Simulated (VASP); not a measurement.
Crystal: BaB3.

```xyz
4
Lattice="3.8211 0.0000 0.0000 0.0000 3.8211 0.0000 0.0000 0.0000 3.8211" Properties=species:S:1:pos:R:3 pbc="T T T"
Ba    0.0000    0.0000    0.0000
B     0.0000    1.9105    1.9105
B     1.9105    0.0000    1.9105
B     1.9105    1.9105    0.0000
```

```yaml
Program: VASP 6.6.1
Task: relaxation of cell and atoms
Functional: PBE
Potentials_or_basis: VASP PAW PBE potentials, release 64 (Ba_sv, B)
Cutoff: 600 eV
k_mesh: 4 × 4 × 4
Occupations: gaussian, width 0.1 eV
Spin: no spin polarisation
```

At the start: pressure 16.6 GPa; volume 13.95 Å³/atom.

Question: How do energy, volume and symmetry change on relaxing?

Answer: Over 3 steps the energy falls by 144.3 meV/atom and the volume is 17.35 Å³/atom (+24.4 %); space group Pm-3m (No. 221, to 0.05 Å).

The path:
```
step  energy change (eV)  largest force (eV/Å)  pressure (GPa)  volume (Å³)
   1              0.0000                0.0000           16.56        55.79
   2             -0.5751                0.0000            0.72        68.26
   3             -0.5771                0.0000           -0.13        69.38
```

Final structure:
```cif
data_structure
_symmetry_space_group_name_H-M 'P 1'
_symmetry_Int_Tables_number 1
_cell_length_a 4.1091
_cell_length_b 4.1091
_cell_length_c 4.1091
_cell_angle_alpha 90.000
_cell_angle_beta 90.000
_cell_angle_gamma 90.000
_cell_volume 69.38
loop_
_atom_site_label
_atom_site_type_symbol
_atom_site_fract_x
_atom_site_fract_y
_atom_site_fract_z
_atom_site_occupancy
Ba1 Ba 0.00000 0.00000 0.00000 1
B1 B 0.00000 0.50000 0.50000 1
B2 B 0.50000 0.00000 0.50000 1
B3 B 0.50000 0.50000 0.00000 1
```

Caveat: the k points lie up to 0.38 Å⁻¹ apart in the final cell; the volume moved by over 15 % at a fixed basis, so the end points are rough.
